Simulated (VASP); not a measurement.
Set up this calculation in VASP 6.6.1, as the native input.

* Task: relaxation of cell and atoms
* Functional: PBE
* Potentials or basis: VASP PAW PBE potentials, release 64 (C, Si)
* Cutoff: 600 eV
* k mesh: 12 × 12 × 12
* Occupations: gaussian, width 0.02 eV
* Spin: no spin polarisation
* Target pressure: 125 GPa
* Dipole correction: no
* Further INCAR settings: ALGO = Normal; EDIFF = 1e-07; IBRION = 2; EDIFFG = -0.002; NSW = 100; ISIF = 3

The structure of SiC lies in POSCAR:

```
SiC
1.0
    0.0000000000      1.8490670968      1.8490670968
    1.8490670968      0.0000000000      1.8490670968
    1.8490670968      1.8490670968      0.0000000000
C Si
1 1
Direct
    0.0000000000      0.0000000000      0.0000000000
    0.5000000000      0.5000000000      0.5000000000
```

These files were run (other wordings do the same):

INCAR

```
SYSTEM = SiC
PREC = Accurate
ENCUT = 600
EDIFF = 1E-7
ISMEAR = 0
SIGMA = 0.02
LREAL = .FALSE.
LASPH = .TRUE.
NELM = 120
ALGO = Normal
ISIF = 3
LWAVE = .FALSE.
LCHARG = .FALSE.
GGA = PE
IBRION = 2
NSW = 100
EDIFFG = -0.002
PSTRESS = 1250.0
GGA_COMPAT = .FALSE.
NELMIN = 4
```

KPOINTS

```
regular mesh
0
G
  12 12 12
  0 0 0
```

Potentials or basis: VASP PAW PBE potentials, release 64 (C, Si).

The run is started by

```sh
$ cat potpaw_PBE.64/C/POTCAR potpaw_PBE.64/Si/POTCAR > POTCAR
$ mpirun -np 1 vasp_std > vasp.out
```

Results of the run:

```
Relaxed volume                                             : 6.32 Å³/atom
Relaxed cell                                               : a = 2.615 Å, b = 2.615 Å, c = 2.615 Å, α = 60.00°, β = 60.00°, γ = 60.00°
Space group after relaxing (to 0.1 Å)                      : Fm-3m (No. 225)
Energy change on relaxing (the run minimises the enthalpy) : +2.7 meV/atom
Ionic steps                                                : 3
Pressure after relaxing                                    : 125.0 GPa
Band gap on the k mesh                                     : 1.12 eV (least direct gap 6.60 eV)
```

Caveat: the cell is relaxed towards a set pressure, so the run minimises the enthalpy, not the energy.

It took 12 s on 1 thread of Intel(R) Xeon(R) Platinum 8259CL CPU @ 2.50GHz (Skylake/Cascade Lake), on a shared host, peak memory 0.14 GiB.
